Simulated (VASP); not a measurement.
# ZnO (P6_3/mmc) in VASP: further runs, part 2 of 2

VASP 6.6.1.

## Step 3: Single point, PBEsol (strain -0.030 along x and y, +0.030 along z)

Contents of INCAR:

```
  PREC = Accurate
  ENCUT = 520
  EDIFF = 1E-6
  ISMEAR = 0
  SIGMA = 0.05
  LREAL = F
  LASPH = T
  NELM = 60
  ALGO = Normal
  ISIF = 2
  LWAVE = F
  LCHARG = F
  GGA = PS
  NBANDS = 26
```

Contents of KPOINTS:

```
regular mesh
0
Gamma
  9 9 4
```

Contents of POSCAR:

```
ZnO
1.0
    3.1893281439      0.0000000000      0.0000000000
   -1.5946640719      2.7620391936      0.0000000000
    0.0000000000      0.0000000000      7.3443545905
Zn O
2 2
Direct
    0.0000000000      0.0000000000      0.7500000000
    0.0000000000      0.0000000000      0.2500000000
    0.3333333333      0.6666666667      0.2500000000
    0.6666666667      0.3333333333      0.7500000000
```

Potentials or basis: VASP PAW PBE potentials, release 64 (Zn, O).

Launch:

```bash
cat potpaw_PBE.64/Zn/POTCAR potpaw_PBE.64/O/POTCAR > POTCAR
mpirun -np 1 vasp_std > vasp.out
```

OUTCAR:

```text
PREC = Accurate
   ENCUT = 520
   EDIFF = 1E-6
   ISMEAR = 0
   LREAL = F
   LASPH = T
   NELM = 60
   ISIF = 2
   GGA = PS

 ion  position               nearest neighbor table
   1  0.000  0.000  0.750-   4 1.84   4 1.84   4 1.84
   2  0.000  0.000  0.250-   3 1.84   3 1.84   3 1.84
   3  0.333  0.667  0.250-   2 1.84   2 1.84   2 1.84
   4  0.667  0.333  0.750-   1 1.84   1 1.84   1 1.84

  LATTYP: Found a hexagonal cell.
 ALAT       =     3.1893281439
 C/A-ratio  =     2.3027905123

  Lattice vectors:

 A1 = (   3.1893281439,   0.0000000000,   0.0000000000)
 A2 = (  -1.5946640719,   2.7620391936,   0.0000000000)
 A3 = (   0.0000000000,   0.0000000000,   7.3443545905)

Analysis of symmetry for initial positions (statically):
=====================================================================
 Subroutine PRICEL returns:
 Original cell was already a primitive cell.

 Routine SETGRP: Setting up the symmetry group for a
 hexagonal supercell.

 Subroutine GETGRP returns: Found 24 space group operations
 (whereof 12 operations were pure point group operations)
 out of a pool of 24 trial point group operations.

The static configuration has the point symmetry D_3d.
 The point group associated with its full space group is D_6h.

Analysis of symmetry for dynamics (positions and initial velocities):
=====================================================================
 Subroutine PRICEL returns:
 Original cell was already a primitive cell.

 Routine SETGRP: Setting up the symmetry group for a
 hexagonal supercell.

 Subroutine GETGRP returns: Found 24 space group operations
 (whereof 12 operations were pure point group operations)
 out of a pool of 24 trial point group operations.

The dynamic configuration has the point symmetry D_3d.
 The point group associated with its full space group is D_6h.

 Subroutine INISYM returns: Found 24 space group operations
 (whereof 12 operations are pure point group operations),
[... 119 lines left out ...]
     AMIX     =   0.40;   BMIX     =  1.00
     AMIX_MAG =   1.60;   BMIX_MAG =  1.00
  volume/ion in A,a.u.               =      16.17       109.15
  Fermi-wavevector in a.u.,A,eV,Ry     =   1.346526  2.544565 24.669165  1.813133
  Thomas-Fermi vector in A             =   2.474351
   LORBIT       =      0    0 simple, 1 ext, 2 COOP (PROOUT), +10 PAW based schemes
   GGA     = PS    functional components
   LHFCALC =     F    Hartree Fock is set to
   AEXX    =    0.0000 exact exchange contribution
   IVDW    =     0    specifies the selected vdW correction
   LEPSILON=     F    determine dielectric tensor
   LRPA    =     F    only Hartree local field effects (RPA)
 non-spin polarized calculation
 Gauss-broadening in eV      SIGMA  =   0.05
  energy-cutoff  :      520.00
  volume of cell :       64.70
 maximum number of plane-waves:      1754
 NGX is ok and might be reduce to    24
   NGX = 11   NGY = 11   NGZ = 27

 number of electron      35.9999987 magnetization

 Free energy of the ion-electron system (eV)
  ---------------------------------------------------
  ext. energy  EPLUGINS =         0.00000000
  ---------------------------------------------------
  free energy    TOTEN  =       -18.23076651 eV

  energy without entropy =      -18.23076651  energy(sigma->0) =      -18.23076651

 E-fermi :  -0.1205     XC(G=0):  -9.2266

 val. band max:       -0.4396591554   @ k =   0.0000   0.0000   0.0000
 cond. band min:       0.3608307011   @ k =   0.0000   0.0000   0.0000
 fundamental gap:      0.8004898565
 Fermi energy:        -0.1204748533

 k-point     1 :       0.0000    0.0000    0.0000
  band No.  band energies     occupation
      1     -18.5584      2.00000
      2     -18.4916      2.00000
      3      -7.1355      2.00000
      4      -7.1355      2.00000
      5      -7.1252      2.00000
      6      -7.1252      2.00000
[... 685 lines left out ...]
     25       9.1151      0.00000
     26       9.4840      0.00000

 [... further k-points ...]

------------------------ aborting loop because EDIFF is reached ----------------------------------------

  FORCE on cell =-STRESS in cart. coord.  units (eV):
  Direction    XX          YY          ZZ          XY          YZ          ZX
  --------------------------------------------------------------------------------------
  -------------------------------------------------------------------------------------
  Total        3.3148567      3.3148567     -0.3183025      0.0000000     -0.0000000      0.0000000
  in kB       82.0904545     82.0904545     -7.8825727      0.0000000     -0.0000000      0.0000000
  external PRESSURE =      52.0994455 kB  Pullay stress =       0.0000000 kB

 VOLUME and BASIS-vectors are now :
 -----------------------------------------------------------------------------
  energy-cutoff  :      520.00
  volume of cell :       64.70
      direct lattice vectors                 reciprocal lattice vectors
     3.189328144  0.000000000  0.000000000     0.313545661  0.181025672  0.000000000
    -1.594664072  2.762039194  0.000000000     0.000000000  0.362051343  0.000000000
     0.000000000  0.000000000  7.344354591     0.000000000  0.000000000  0.136159003

 POSITION                                       TOTAL-FORCE (eV/Angst)
 -----------------------------------------------------------------------------------
      0.00000      0.00000      5.50827        -0.000000      0.000000      0.000000
      0.00000      0.00000      1.83609         0.000000     -0.000000     -0.000000
     -0.00000      1.84136      1.83609        -0.000000      0.000000     -0.000000
      1.59466      0.92068      5.50827         0.000000     -0.000000      0.000000
 -----------------------------------------------------------------------------------
    total drift:                               -0.000000      0.000000     -0.000000

  FREE ENERGIE OF THE ION-ELECTRON SYSTEM (eV)
  ---------------------------------------------------
  free  energy   TOTEN  =       -18.2307665145 eV

  energy  without entropy=      -18.2307665145  energy(sigma->0) =      -18.23076651
```

stdout:

```text
POSCAR found type information on POSCAR ZnO
 POSCAR found :  2 types and       4 ions
 scaLAPACK will be used
 -----------------------------------------------------------------------------
|                                                                             |
|                                                                             |
|     You enforced a specific xc type in the INCAR file but a different       |
|     I HOPE YOU KNOW WHAT YOU ARE DOING!                                     |
|                                                                             |
 -----------------------------------------------------------------------------

 LDA part: xc-table for (Slater+PW92), standard interpolation
 POSCAR, INCAR and KPOINTS ok, starting setup
 FFT: planning ... GRIDC
 FFT: planning ... GRID_SOFT
 FFT: planning ... GRID
 WAVECAR not read
 entering main loop
```

Run time: 55 s. Hardware: 1 thread of Intel Xeon Platinum 8488C (Sapphire Rapids), shared host; peak memory 0.2 GiB.

Results:

```
Free energy            : -18.2308 eV
Pressure               : 5.2 GPa
Band gap on the k mesh : 0.80 eV
```

Stress tensor (GPa, compression positive):
```
 8.21  0.00  0.00
 0.00  8.21  0.00
 0.00  0.00 -0.79
```

Caveat: the cell differs from its parent crystal (strain -0.030 along x and y, +0.030 along z); the cell stands under pressure; the PAW data sets were made with another functional, which shifts forces and pressure a little; an odd mesh through Γ misses points on the zone boundary, where band edges can lie.
